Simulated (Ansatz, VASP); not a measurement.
## W2S: VASP beside Ansatz

```
CELL_PARAMETERS angstrom
4.45858 0.00000 0.00000
-2.22929 3.86124 0.00000
0.00000 0.00000 2.91133
ATOMIC_POSITIONS crystal
W 0.33333 0.66667 0.50000
W 0.66667 0.33333 0.50000
S 0.00000 0.00000 0.00000
```

Alike in both runs: functional PBE; k mesh 6 × 6 × 4; occupations gaussian, width 0.1 eV; no spin polarisation.

Ansatz relaxed the structure, and its values are those at the end. VASP's run is a single point on that final structure, the one shown.

|  | VASP | Ansatz |
| --- | --- | --- |
| version | VASP 6.6.1 | Ansatz 0.2.0 |
| potentials or method | VASP PAW PBE potentials, release 64 (W_sv, S), cutoff 520 eV | scalar-relativistic, plane waves, PAW |
| valence electrons in the cell | 34 | 34 |

|  | VASP | Ansatz | Ansatz less VASP |
| --- | --- | --- | --- |
| gap on the k mesh at the Fermi level (eV) | none | none | - |
| pressure (GPa) | 0.4 | 0.0 | -0.39 |

A gap of «none» marks a metal or a gap that the smearing closes.

The k mesh is coarse, so the values compare programs but aren't converged. Neither program's run includes spin-orbit coupling.
